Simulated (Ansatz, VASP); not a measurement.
**Sn: VASP beside Ansatz**

The input INCAR:

```
ALGO = Fast ; EDIFF = 1E-6
ENCUT = 520 ; ISIF = 2
ISMEAR = -1 ; LASPH = T
LCHARG = T ; LELF = T
LREAL = F ; LVHAR = T
LWAVE = F ; NBANDS = 13
NELM = 100 ; PREC = Accurate
SIGMA = 0.05
```

Contents of KPOINTS:

```
k-points
0
Gamma
  11 11 11
```

POSCAR

```
Sn
1.0
   -1.7032045314      1.7515501800      2.3067389097
    1.7032045314     -1.7515501800      2.3067389097
    1.7032045314      1.7515501800     -2.3067389097
Sn
1
Direct
    0.0000000000      0.0000000000      0.0000000000
```

File input.yaml:

```yaml
crystal:
  lattice:
    - [-1.7032045314, 1.75155018, 2.3067389097]
    - [1.7032045314, -1.75155018, 2.3067389097]
    - [1.7032045314, 1.75155018, -2.3067389097]
  atoms:
    - { symbol: Sn, position: [0.0, 0.0, 0.0] }
kpoints:
  mp_grid: { grid: [11, 11, 11] }
scf:
  occupations: { method: fermi_dirac, width: 0.05 }
hamiltonian:
  xc: lda
  pseudopotentials: { kind: all_electron, lapw: { basis_error: 0.001 } }
output:
  forces: true
  stress: true
  eigenvalues: true
```

Change from the starting cell: volume scaled by 0.96.

Alike in both runs: task single point; functional LDA; k mesh 11 × 11 × 11; occupations fermi-dirac, width 0.05 eV; no spin polarisation.

|  | VASP | Ansatz |
| --- | --- | --- |
| version | VASP 6.6.1 | Ansatz 0.2.0 |
| potentials or method | VASP PAW LDA potentials, release 64 (Sn_d), cutoff 520 eV | all-electron LAPW, scalar-relativistic |

|  | VASP | Ansatz | Ansatz less VASP |
| --- | --- | --- | --- |
| gap on the k mesh at the Fermi level (eV) | none | none | - |
| pressure (GPa) | -3.1 | -3.2 | -0.01 |
| traceless stress, the component that is largest in VASP (GPa) | -1.02 | -1.03 | -0.012 |

LDA's correlation is that of Perdew and Zunger in VASP and of Perdew and Wang (1992) in Ansatz. A gap of «none» marks a metal or a gap that the smearing closes. Ansatz ran all-electron here, and VASP with PAW potentials.
